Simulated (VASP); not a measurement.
The system is Ta.

```xyz
1
Lattice="-1.6513 1.6513 1.6513 1.6513 -1.6513 1.6513 1.6513 1.6513 -1.6513" Properties=species:S:1:pos:R:3 pbc="T T T"
Ta    0.0000    0.0000    0.0000
```

* Program: VASP 6.6.1
* Task: relaxation of cell and atoms
* Functional: LDA
* Potentials or basis: VASP PAW LDA potentials, release 64 (Ta_pv)
* Cutoff: 600 eV
* k mesh: 7 × 7 × 7
* Occupations: gaussian, width 0.1 eV
* Spin: no spin polarisation

At the start: pressure -7.0 GPa; volume 18.01 Å³/atom.

Question: Where does the relaxation end?

Answer: Over 4 steps the energy falls by 12.9 meV/atom and the volume is 17.44 Å³/atom (-3.2 %); space group Im-3m (No. 229, to 0.05 Å).

The path:
```
step  energy change (eV)  largest force (eV/Å)  pressure (GPa)  volume (Å³)
   1              0.0000                0.0000           -7.02        18.01
   2              0.0791                0.0000           21.86        16.03
   3             -0.0129                0.0000           -0.35        17.47
   4             -0.0129                0.0000           -0.04        17.44
```

Final structure:
```cif
data_structure
_symmetry_space_group_name_H-M 'P 1'
_symmetry_Int_Tables_number 1
_cell_length_a 2.8296
_cell_length_b 2.8296
_cell_length_c 2.8296
_cell_angle_alpha 109.471
_cell_angle_beta 109.471
_cell_angle_gamma 109.471
_cell_volume 17.44
loop_
_atom_site_label
_atom_site_type_symbol
_atom_site_fract_x
_atom_site_fract_y
_atom_site_fract_z
_atom_site_occupancy
Ta1 Ta 0.00000 0.00000 0.00000 1
```

Caveat: the k points lie up to 0.39 Å⁻¹ apart in the final cell.
